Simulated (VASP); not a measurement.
Runs of VASP 6.6.1 on Cu. Symmetry: Fm-3m, No. 225, cubic system. Conventional cell: a = 3.615 Å, b = 3.615 Å, c = 3.615 Å, α = 90.00°, β = 90.00°, γ = 90.00°. Cu (site symmetry m-3m) has 12 Cu at 2.56 Å within 3.4 Å. 

```csv
k mesh,gap on the mesh (eV),pressure (GPa)
5 × 5 × 5,none,6.6
4 × 4 × 4,none,9.0
9 × 9 × 9,none,(a)
7 × 7 × 7,none,7.2
6 × 6 × 6,none,(b)
```

Alike in all rows: task single point; level RPBE; potentials or basis VASP PAW PBE potentials, release 64 (Cu); no spin polarisation; cell as given; cutoff (eV) 600; smearing gaussian 0.1 eV.

Estimate the missing entries.

(a) 7.4; (b) 8.5.

Caveats: some runs use coarse meshes; the PAW data sets were made with another functional, which shifts forces and pressure a little.

A gap of «none» marks levels without a gap at the run's occupations.
